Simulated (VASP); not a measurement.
A run of VASP 6.6.1 is set up as follows.

INCAR

```
ALGO     = Normal         # electronic algorithm
EDIFF    = 1E-6           # SCF threshold, eV
ENCUT    = 520            # plane-wave cutoff, eV
GGA      = PS             # functional
ISIF     = 2              # what is computed and relaxed
ISMEAR   = 0              # smearing method
LASPH    = True           # aspherical terms in the spheres
LCHARG   = False          # write CHGCAR
LREAL    = False          # projectors in reciprocal space
LWAVE    = False          # write WAVECAR
NBANDS   = 23             # bands
NELM     = 80             # most SCF steps
PREC     = Accurate       # precision mode
SIGMA    = 0.1            # smearing width, eV
```

The input KPOINTS:

```
k-points
0
Gamma
  6 6 6
```

File POSCAR:

```
In2O
1.0
    0.0000000000      3.1296966709      3.1296966709
    3.1296966709      0.0000000000      3.1296966709
    3.1296966709      3.1296966709      0.0000000000
In O
2 1
Direct
    0.2500000000      0.2500000000      0.2500000000
    0.7500000000      0.7500000000      0.7500000000
    0.0000000000      0.0000000000      0.0000000000
```

Potentials or basis: VASP PAW PBE potentials, release 64 (In_d, O).

Launch:

```sh
$ cat potpaw_PBE.64/In_d/POTCAR potpaw_PBE.64/O/POTCAR > POTCAR
$ mpirun -np 1 vasp_std > vasp.out
```

(1) What does it give for the pressure?

(2) Estimate the band gap on the k mesh.

Results:

(1) 0.0 GPa.

(2) zero (band 16 reaches 8.26 eV, above the bottom of band 17 at 6.25 eV).

Caveat: the PAW data sets were made with another functional, which shifts forces and pressure a little; spin-orbit coupling is left out, which moves the levels of the heavy elements.
